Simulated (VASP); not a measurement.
# ZnS (F-43m) in VASP: notebook

The runs below take ZnS through single point, relaxation of cell and atoms, with r2SCAN+rVV10.

Everything below comes from runs of VASP 6.6.1. Logs are shortened: lines on timing, memory, paths and dates and some standing lists are left out, and cuts for length are marked.

## 1. The cell of the first run

The structure is cubic, space group F-43m (No. 216). Conventional cell: a = 5.387 Å, b = 5.387 Å, c = 5.387 Å, α = 90.00°, β = 90.00°, γ = 90.00°. Zn (site symmetry -43m) has 4 S at 2.33 Å within 3.1 Å. S (site symmetry -43m) has 4 Zn at 2.33 Å within 3.1 Å.

## 2. Single point, r2SCAN+rVV10

Input file POSCAR:

```
ZnS
1.0
    0.0000000000      2.6936828800      2.6936828800
    2.6936828800      0.0000000000      2.6936828800
    2.6936828800      2.6936828800      0.0000000000
Zn S
1 1
Direct
    0.0000000000      0.0000000000      0.0000000000
    0.7500000000      0.7500000000      0.7500000000
```

Input file INCAR.step1:

```
SYSTEM = ZnS
ALGO = Normal ; EDIFF = 1E-5
ENCUT = 550 ; GGA = PE
GGA_COMPAT = .FALSE. ; ISMEAR = 0
LASPH = .TRUE. ; LCHARG = .FALSE.
LREAL = .FALSE. ; LWAVE = .TRUE.
NBANDS = 16 ; NELM = 120
PREC = Accurate ; SIGMA = 0.1
```

Input file INCAR.step2:

```
SYSTEM = ZnS
ALGO = Normal ; BPARAM = 11.95
CPARAM = 0.0093 ; EDIFF = 1E-6
ENCUT = 550 ; GGA_COMPAT = .FALSE.
ISIF = 2 ; ISMEAR = 0
ISTART = 1 ; IVDW_NL = 2
LASPH = .TRUE. ; LCHARG = .FALSE.
LMIXTAU = .TRUE. ; LREAL = .FALSE.
LUSE_VDW = .TRUE. ; LWAVE = .FALSE.
METAGGA = R2SCAN ; NBANDS = 16
NELM = 120 ; PREC = Accurate
SIGMA = 0.1
```

Input file KPOINTS:

```
k-points
0
G
  6 6 6
  0 0 0
```

Potentials or basis: VASP PAW PBE potentials, release 64 (Zn, S).

Launch:

```sh
cat potpaw_PBE.64/Zn/POTCAR potpaw_PBE.64/S/POTCAR > POTCAR
cp INCAR.step1 INCAR
mpirun -np 1 vasp_std > vasp.out
cp INCAR.step2 INCAR
mpirun -np 1 vasp_std > vasp.out
```

OUTCAR:

```text
SYSTEM = ZnS
   BPARAM = 11.95
   EDIFF = 1E-6
   ENCUT = 550
   ISIF = 2
   ISMEAR = 0
   ISTART = 1
   IVDW_NL = 2
   LASPH = .TRUE.
   LREAL = .FALSE.
   METAGGA = R2SCAN
   NELM = 120
   PREC = Accurate

 ion  position               nearest neighbor table
   1  0.000  0.000  0.000-   2 2.33   2 2.33   2 2.33   2 2.33
   2  0.750  0.750  0.750-   1 2.33   1 2.33   1 2.33   1 2.33

  LATTYP: Found a face centered cubic cell.
 ALAT       =     5.3873657600

  Lattice vectors:

 A1 = (   0.0000000000,   2.6936828800,   2.6936828800)
 A2 = (   2.6936828800,   0.0000000000,   2.6936828800)
 A3 = (   2.6936828800,   2.6936828800,   0.0000000000)

Analysis of symmetry for initial positions (statically):
=====================================================================
 Subroutine PRICEL returns:
 Original cell was already a primitive cell.

 Routine SETGRP: Setting up the symmetry group for a
 face centered cubic supercell.

 Subroutine GETGRP returns: Found 24 space group operations
 (whereof 24 operations were pure point group operations)
 out of a pool of 48 trial point group operations.

The static configuration has the point symmetry T_d .

Analysis of symmetry for dynamics (positions and initial velocities):
=====================================================================
 Subroutine PRICEL returns:
 Original cell was already a primitive cell.

 Routine SETGRP: Setting up the symmetry group for a
 face centered cubic supercell.

 Subroutine GETGRP returns: Found 24 space group operations
 (whereof 24 operations were pure point group operations)
 out of a pool of 48 trial point group operations.

The dynamic configuration has the point symmetry T_d .

 Subroutine INISYM returns: Found 24 space group operations
 (whereof 24 operations are pure point group operations),
 and found     1 'primitive' translations

----------------------------------------------------------------------------------------

                                     Primitive cell

  volume of cell :      39.0903

  direct lattice vectors                    reciprocal lattice vectors
     0.000000000  2.693682880  2.693682880    -0.185619474  0.185619474  0.185619474
     2.693682880  0.000000000  2.693682880     0.185619474 -0.185619474  0.185619474
     2.693682880  2.693682880  0.000000000     0.185619474  0.185619474 -0.185619474

  length of vectors
     3.809442862  3.809442862  3.809442862     0.321502360  0.321502360  0.321502360

  position of ions in fractional coordinates (direct lattice)
     0.000000000  0.000000000  0.000000000
     0.750000000  0.750000000  0.750000000

  ion indices of the primitive-cell ions
   primitive index   ion index
                 1           1
                 2           2

----------------------------------------------------------------------------------------

 KPOINTS: k-points

Automatic generation of k-mesh.
 Grid dimensions read from file:
 generate k-points for:    6    6    6

 Generating k-lattice:

  Cartesian coordinates                     Fractional coordinates (reciprocal lattice)
    -0.030936579  0.030936579  0.030936579     0.166666667  0.000000000  0.000000000
     0.030936579 -0.030936579  0.030936579     0.000000000  0.166666667  0.000000000
     0.030936579  0.030936579 -0.030936579     0.000000000  0.000000000  0.166666667

  Length of vectors
     0.053583727  0.053583727  0.053583727

  Shift w.r.t. Gamma in fractional coordinates (k-lattice)
     0.000000000  0.000000000  0.000000000

 Subroutine IBZKPT returns following result:
 ===========================================

 Found     16 irreducible k-points:

 Following reciprocal coordinates:
            Coordinates               Weight
  0.000000  0.000000  0.000000      1.000000
  0.166667  0.000000  0.000000      8.000000
  0.333333  0.000000  0.000000      8.000000
  0.500000  0.000000  0.000000      4.000000
  0.166667  0.166667  0.000000      6.000000
  0.333333  0.166667  0.000000     24.000000
[... 8 lines left out ...]
 -0.333333  0.333333  0.166667     24.000000
 -0.333333  0.500000  0.166667     12.000000
   k-points           NKPTS =     16   k-points in BZ     NKDIM =     16   number of bands    NBANDS=     16
   number of dos      NEDOS =    301   number of ions     NIONS =      2
   total plane-waves  NPLWV =  27000
   dimension x,y,z NGX =    30 NGY =   30 NGZ =   30
   dimension x,y,z NGXF=    60 NGYF=   60 NGZF=   60
   ions per type =               1   1
   NGX,Y,Z   is equivalent  to a cutoff of  13.09, 13.09, 13.09 a.u.
   NGXF,Y,Z  is equivalent  to a cutoff of  26.18, 26.18, 26.18 a.u.
 SYSTEM =  ZnS
   PREC   = accura    normal or accurate (medium, high low for compatibility)
   ISTART =      1    job   : 0-new  1-cont  2-samecut
   ICHARG =      0    charge: 1-file 2-atom 10-const
   ISPIN  =      1    spin polarized calculation?
   LNONCOLLINEAR =      F non collinear calculations
   LSORBIT =      F    spin-orbit coupling
   LASPH  =      T    aspherical Exc in radial PAW
   ENCUT  =  550.0 eV  40.42 Ry    6.36 a.u.   7.28  7.28  7.28*2*pi/ulx,y,z
   NELM   =    120;   NELMIN=  2; NELMDL=  0     # of ELM steps
   EDIFF  = 0.1E-05   stopping-criterion for ELM
   LREAL  =      F    real-space projection
   EDIFFG = 0.1E-04   stopping-criterion for IOM
   NSW    =      0    number of steps for IOM
   IBRION =     -1    ionic relax: 0-MD 1-quasi-New 2-CG
   NFREE  =      0    steps in history (QN), initial steepest desc. (CG)
   ISIF   =      2    stress and relaxation
   ISYM   =      2    0-nonsym 1-usesym 2-fastsym
   POTIM  = 0.5000    time-step for ionic-motion
   TEBEG  =    0.0;   TEEND  =   0.0 temperature during run
   PSTRESS=    0.0 pullay stress
   NELECT =      18.0000    total number of electrons
   NUPDOWN=      -1.0000    fix difference up-down
   EMIN   =  10.00;   EMAX   =-10.00  energy-range for DOS
   EFERMI =   0.00;   METHOD = LEGACY
   ISMEAR =     0;   SIGMA  =   0.10  broadening in eV -4-tet -1-fermi 0-gaus
   EFERMI_NEDOS =   21; number of points for ismear=-14 and -15
   IALGO  =     38    algorithm
   IMIX   =      4    mixing-type and parameters
     AMIX     =   0.40;   BMIX     =  1.00
     AMIX_MAG =   1.60;   BMIX_MAG =  1.00
  volume/ion in A,a.u.               =      19.55       131.90
  Fermi-wavevector in a.u.,A,eV,Ry     =   1.264181  2.388955 21.744194  1.598153
  Thomas-Fermi vector in A             =   2.397499
   LORBIT       =      0    0 simple, 1 ext, 2 COOP (PROOUT), +10 PAW based schemes
   METAGGA = R2SCAN    functional components
   LHFCALC =     F    Hartree Fock is set to
   AEXX    =    0.0000 exact exchange contribution
   IVDW_NL    =     2    kernel type
   BPARAM     =11.9500
   IVDW    =     0    specifies the selected vdW correction
   LEPSILON=     F    determine dielectric tensor
   LRPA    =     F    only Hartree local field effects (RPA)
 non-spin polarized calculation
 Gauss-broadening in eV      SIGMA  =   0.10
  energy-cutoff  :      550.00
  volume of cell :       39.09
 maximum number of plane-waves:      1167
 NGX is ok and might be reduce to    30
   NGX = 15   NGY = 15   NGZ = 15

 number of electron      18.0000017 magnetization

 Free energy of the ion-electron system (eV)
  ---------------------------------------------------
  ext. energy  EPLUGINS =         0.00000000
  ---------------------------------------------------
  free energy    TOTEN  =       -18.35652704 eV

  energy without entropy =      -18.35652704  energy(sigma->0) =      -18.35652704

 E-fermi :   2.3443     XC(G=0): -10.3934

 val. band max:        1.9124556534   @ k =   0.0000   0.0000   0.0000
 cond. band min:       4.5782578824   @ k =   0.0000   0.0000   0.0000
 fundamental gap:      2.6658022290
 Fermi energy:         2.3443464160

 k-point     1 :       0.0000    0.0000    0.0000
  band No.  band energies     occupation
      1     -11.8390      2.00000
      2      -4.6189      2.00000
      3      -4.6189      2.00000
      4      -4.6189      2.00000
      5      -4.0601      2.00000
      6      -4.0601      2.00000
[... 8 lines left out ...]
     15      14.2107      0.00000
     16      14.4168      0.00000

 k-point     2 :       0.1667    0.0000    0.0000
  band No.  band energies     occupation
      1     -11.6275      2.00000
      2      -4.6102      2.00000
      3      -4.5808      2.00000
      4      -4.5808      2.00000
      5      -4.0620      2.00000
      6      -4.0620      2.00000
[... 8 lines left out ...]
     15      13.3796      0.00000
     16      15.1934      0.00000

 k-point     3 :       0.3333    0.0000    0.0000
  band No.  band energies     occupation
      1     -11.1480      2.00000
      2      -4.5158      2.00000
      3      -4.5158      2.00000
      4      -4.4449      2.00000
      5      -4.0484      2.00000
      6      -4.0484      2.00000
[... 8 lines left out ...]
     15      14.0607      0.00000
     16      14.3000      0.00000

 k-point     4 :       0.5000    0.0000    0.0000
  band No.  band energies     occupation
      1     -10.8706      2.00000
      2      -4.4914      2.00000
      3      -4.4914      2.00000
      4      -4.0299      2.00000
      5      -4.0298      2.00000
      6      -3.8618      2.00000
[... 8 lines left out ...]
     15      15.9834      0.00000
     16      15.9834      0.00000

 k-point     5 :       0.1667    0.1667    0.0000
  band No.  band energies     occupation
      1     -11.5569      2.00000
      2      -4.6500      2.00000
      3      -4.5455      2.00000
      4      -4.5455      2.00000
      5      -4.0880      2.00000
      6      -4.0401      2.00000
[... 8 lines left out ...]
     15      14.5848      0.00000
     16      16.6441      0.00000

 k-point     6 :       0.3333    0.1667    0.0000
  band No.  band energies     occupation
      1     -11.1623      2.00000
      2      -4.6017      2.00000
      3      -4.4687      2.00000
      4      -4.4532      2.00000
      5      -4.0814      2.00000
      6      -4.0233      2.00000
[... 8 lines left out ...]
     15      15.0672      0.00000
     16      16.5145      0.00000

 k-point     7 :       0.5000    0.1667    0.0000
  band No.  band energies     occupation
      1     -10.7980      2.00000
      2      -4.4981      2.00000
      3      -4.4338      2.00000
      4      -4.1768      2.00000
      5      -4.0237      2.00000
      6      -3.9091      2.00000
[... 8 lines left out ...]
     15      16.0284      0.00000
     16      16.6437      0.00000

 k-point     8 :      -0.3333    0.1667    0.0000
  band No.  band energies     occupation
      1     -10.8912      2.00000
      2      -4.4861      2.00000
      3      -4.4604      2.00000
      4      -4.2606      2.00000
      5      -4.0636      2.00000
      6      -3.9992      2.00000
[... 8 lines left out ...]
     15      15.6442      0.00000
     16      16.7327      0.00000

 k-point     9 :      -0.1667    0.1667    0.0000
  band No.  band energies     occupation
      1     -11.3227      2.00000
      2      -4.5675      2.00000
      3      -4.5331      2.00000
      4      -4.5155      2.00000
      5      -4.0818      2.00000
      6      -4.0353      2.00000
[... 8 lines left out ...]
     15      14.5092      0.00000
     16      17.0334      0.00000

 k-point    10 :       0.3333    0.3333    0.0000
  band No.  band energies     occupation
      1     -10.9160      2.00000
      2      -4.6618      2.00000
      3      -4.3642      2.00000
      4      -4.3642      2.00000
      5      -4.0742      2.00000
      6      -4.0001      2.00000
[... 8 lines left out ...]
     15      15.5614      0.00000
     16      19.7652      0.00000

 k-point    11 :       0.5000    0.3333    0.0000
  band No.  band energies     occupation
      1     -10.6356      2.00000
      2      -4.5707      2.00000
      3      -4.3108      2.00000
      4      -4.2620      2.00000
      5      -4.0017      2.00000
      6      -3.8808      2.00000
[... 8 lines left out ...]
     15      16.2320      0.00000
     16      17.5887      0.00000

 k-point    12 :      -0.3333    0.3333    0.0000
  band No.  band energies     occupation
      1     -10.6262      2.00000
      2      -4.4951      2.00000
      3      -4.3566      2.00000
      4      -4.1267      2.00000
      5      -4.0447      2.00000
      6      -3.7855      2.00000
[... 8 lines left out ...]
     15      14.1710      0.00000
     16      19.2680      0.00000

 k-point    13 :       0.5000    0.5000    0.0000
  band No.  band energies     occupation
      1     -10.5443      2.00000
      2      -4.6342      2.00000
      3      -4.2485      2.00000
      4      -4.2485      2.00000
      5      -3.9802      2.00000
      6      -3.8450      2.00000
[... 8 lines left out ...]
     15      16.2749      0.00000
     16      17.1372      0.00000

 k-point    14 :       0.5000    0.3333    0.1667
  band No.  band energies     occupation
      1     -10.8152      2.00000
      2      -4.5155      2.00000
      3      -4.4208      2.00000
      4      -4.2964      2.00000
      5      -4.0370      2.00000
      6      -3.9890      2.00000
[... 8 lines left out ...]
     15      16.6417      0.00000
     16      17.3118      0.00000

 k-point    15 :      -0.3333    0.3333    0.1667
  band No.  band energies     occupation
      1     -10.6262      2.00000
      2      -4.4715      2.00000
      3      -4.3759      2.00000
      4      -4.1222      2.00000
      5      -4.0738      2.00000
      6      -3.7456      2.00000
[... 8 lines left out ...]
     15      16.4197      0.00000
     16      17.1220      0.00000

 k-point    16 :      -0.3333    0.5000    0.1667
  band No.  band energies     occupation
      1     -10.5395      2.00000
      2      -4.5121      2.00000
      3      -4.2963      2.00000
      4      -4.1986      2.00000
      5      -4.0374      2.00000
      6      -3.7020      2.00000
[... 8 lines left out ...]
     15      16.5318      0.00000
     16      17.5593      0.00000

------------------------ aborting loop because EDIFF is reached ----------------------------------------

  FORCE on cell =-STRESS in cart. coord.  units (eV):
  Direction    XX          YY          ZZ          XY          YZ          ZX
  --------------------------------------------------------------------------------------
  -------------------------------------------------------------------------------------
  Total       -0.1830978     -0.1830978     -0.1830978     -0.0000000      0.0000000      0.0000000
  in kB       -7.5045460     -7.5045460     -7.5045460     -0.0000000      0.0000000      0.0000000
  external PRESSURE =      -7.5045460 kB  Pullay stress =       0.0000000 kB

 VOLUME and BASIS-vectors are now :
 -----------------------------------------------------------------------------
  energy-cutoff  :      550.00
  volume of cell :       39.09
      direct lattice vectors                 reciprocal lattice vectors
     0.000000000  2.693682880  2.693682880    -0.185619474  0.185619474  0.185619474
     2.693682880  0.000000000  2.693682880     0.185619474 -0.185619474  0.185619474
     2.693682880  2.693682880  0.000000000     0.185619474  0.185619474 -0.185619474

 POSITION                                       TOTAL-FORCE (eV/Angst)
 -----------------------------------------------------------------------------------
      0.00000      0.00000      0.00000        -0.000000     -0.000000      0.000000
      4.04052      4.04052      4.04052         0.000000      0.000000     -0.000000
 -----------------------------------------------------------------------------------
    total drift:                                0.000001      0.000001      0.000001

  FREE ENERGIE OF THE ION-ELECTRON SYSTEM (eV)
  ---------------------------------------------------
  free  energy   TOTEN  =       -18.3565270430 eV

  energy  without entropy=      -18.3565270430  energy(sigma->0) =      -18.35652704
```

Run time: 85 s. Hardware: 1 thread of Intel Xeon Platinum 8375C at 2.90GHz (Ice Lake), shared host; peak memory 0.28 GiB.

Results:

```
Free energy            : -18.3565 eV
Pressure               : -0.8 GPa
Band gap on the k mesh : 2.67 eV
```

Caveat: the PAW data sets were made with another functional, which shifts forces and pressure a little.

## 3. Single point, r2SCAN+rVV10

This run uses another cell than the first one, of 19.34 Å³/atom.

Input file POSCAR:

```
ZnS
1.0
    0.0000000000      2.6841636825      2.6841636825
    2.6841636825      0.0000000000      2.6841636825
    2.6841636825      2.6841636825      0.0000000000
Zn S
1 1
Direct
    0.0000000000      0.0000000000      0.0000000000
    0.7500000000      0.7500000000      0.7500000000
```

Input file INCAR.step1:

```
PREC = Accurate ; ENCUT = 550
ISMEAR = 0 ; SIGMA = 0.02
LREAL = F ; LASPH = T
NELM = 120 ; NBANDS = 16
GGA = PE ; ALGO = Normal
EDIFF = 1E-5 ; LWAVE = T
LCHARG = F ; GGA_COMPAT = F
```

Input file INCAR.step2:

```
PREC = Accurate ; ENCUT = 550
EDIFF = 1E-6 ; ISMEAR = 0
SIGMA = 0.02 ; LREAL = F
LASPH = T ; NELM = 120
ALGO = Normal ; ISIF = 2
LWAVE = F ; LCHARG = F
METAGGA = R2SCAN ; LMIXTAU = T
LUSE_VDW = T ; IVDW_NL = 2
BPARAM = 11.95 ; CPARAM = 0.0093
NBANDS = 16 ; ISTART = 1
GGA_COMPAT = F
```

Input file KPOINTS:

```
Automatic mesh
0
Gamma
  8 8 8
```

Potentials or basis: VASP PAW PBE potentials, release 64 (Zn, S).

Launch:

```sh
cat potpaw_PBE.64/Zn/POTCAR potpaw_PBE.64/S/POTCAR > POTCAR
cp INCAR.step1 INCAR
mpirun -np 1 vasp_std > vasp.out
cp INCAR.step2 INCAR
mpirun -np 1 vasp_std > vasp.out
```

Wall time 2.8 min (1 thread of Intel Xeon Platinum 8375C at 2.90GHz (Ice Lake), shared host); peak memory 0.27 GiB.

Results (log left out):

```yaml
Free_energy: -18.3599 eV
Pressure: 0.1 GPa
Band_gap_on_the_k_mesh: 2.72 eV
```

Levels at points of the mesh, in eV from the valence-band top:
```
           k point  band 5  band 6  band 7  band 8  band 9  band 10  band 11  band 12  band 13  band 14
(0.00, 0.00, 0.00)   -6.00   -6.00    0.00    0.00    0.00     2.72     6.87     6.87     6.87    12.31
(0.50, 0.00, 0.00)   -5.97   -5.80   -5.55   -0.92   -0.92     3.82     7.35     7.35     9.41    12.88
(0.50, 0.50, 0.00)   -5.92   -5.78   -4.70   -2.37   -2.37     3.61     4.44    11.86    12.94    12.94
```

Caveat: the PAW data sets were made with another functional, which shifts forces and pressure a little.

[end of part 1 of 2]
